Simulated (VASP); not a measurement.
Wanted: the native input for a VASP 6.6.1 run.

- Task: relaxation of cell and atoms
- Functional: PBEsol
- Potentials or basis: VASP PAW PBE potentials, release 64 (Ti_sv)
- Cutoff: 600 eV
- k mesh: 10 × 10 × 6
- Occupations: fermi-dirac, width 0.05 eV
- Spin: no spin polarisation
- Target pressure: 2 GPa
- Dipole correction: no
- Further INCAR settings: ALGO = Fast; EDIFF = 1e-06; IBRION = 2; EDIFFG = -0.01; NSW = 60; ISIF = 3

The structure of Ti lies in POSCAR:

```
Ti
1.0
    2.9500000000      0.0000000000      0.0000000000
   -1.4750000000      2.5547749412      0.0000000000
    0.0000000000      0.0000000000      4.6800000000
Ti
2
Direct
    0.6666666667      0.3333333333      0.7500000000
    0.3333333333      0.6666666667      0.2500000000
```

One way to write it, as run:

INCAR

```
PREC = Accurate ; ENCUT = 600
EDIFF = 1E-6 ; ISMEAR = -1
SIGMA = 0.05 ; LREAL = F
LASPH = T ; NELM = 100
ALGO = Fast ; ISIF = 3
LWAVE = F ; LCHARG = F
GGA = PS ; IBRION = 2
NSW = 60 ; EDIFFG = -0.01
PSTRESS = 20.0
```

KPOINTS

```
Automatic mesh
0
Gamma
  10 10 6
```

Potentials or basis: VASP PAW PBE potentials, release 64 (Ti_sv).

Run with:

```console
$ cat potpaw_PBE.64/Ti_sv/POTCAR > POTCAR
$ mpirun -np 1 vasp_std > vasp.out
```

Results of the run:

The relaxed volume is 16.41 Å³/atom, the relaxed cell is a = 2.886 Å, b = 2.886 Å, c = 4.549 Å, α = 90.00°, β = 90.00°, γ = 120.00° and the space group after relaxing (to 0.1 Å) is P6_3/mmc (No. 194). The energy change on relaxing (the run minimises the enthalpy) is -16.7 meV/atom, the ionic steps are 15 and the pressure after relaxing is 1.9 GPa. The band gap on the k mesh is zero (bands 12 and 13 overlap by 0.99 eV).

Caveat: the cell is relaxed towards a set pressure, so the run minimises the enthalpy, not the energy; the PAW data sets were made with another functional, which shifts forces and pressure a little.

Run time: 22 min on 1 thread of Intel Xeon 8259CL (shared host), peak memory 0.19 GiB.
